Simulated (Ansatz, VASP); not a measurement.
**One calculation of AsSe4, two programs**

```xyz
5
Lattice="-3.5043 3.5043 3.5043 3.5043 -3.5043 3.5043 3.5043 3.5043 -3.5043" Properties=species:S:1:pos:R:3 pbc="T T T"
As    0.0000    0.0000    0.0000
Se    1.2251    1.2251    1.2251
Se   -2.2792    2.2792    2.2792
Se    2.2792    2.2792   -2.2792
Se    2.2792   -2.2792    2.2792
```

Change from the starting cell: species swapped into the GeF4 type (I-43m, No. 217).

Alike in both runs: task single point; functional PBE; k mesh 4 × 4 × 4; occupations gaussian, width 0.1 eV; no spin polarisation.

|  | VASP | Ansatz |
| --- | --- | --- |
| version | VASP 6.6.1 | Ansatz 0.2.0 |
| potentials or method | VASP PAW PBE potentials, release 64 (As, Se), cutoff 520 eV | scalar-relativistic, plane waves, PAW |
| valence electrons in the cell | 29 | 79 |

|  | VASP | Ansatz | Ansatz less VASP |
| --- | --- | --- | --- |
| gap on the k mesh at the Fermi level (eV) | none | none | - |
| pressure (GPa) | 10.1 | 9.6 | -0.40 |
| rms of the force components (eV/Å) | 2.214 | 2.136 | -0.0782 |

Atom by atom the forces differ by 0.078 eV/Å (rms over components). A gap of «none» marks a metal or a gap that the smearing closes. VASP's potentials hold 29 valence electrons a cell and Ansatz's 79, so a difference there can come from the potentials and not from the codes.
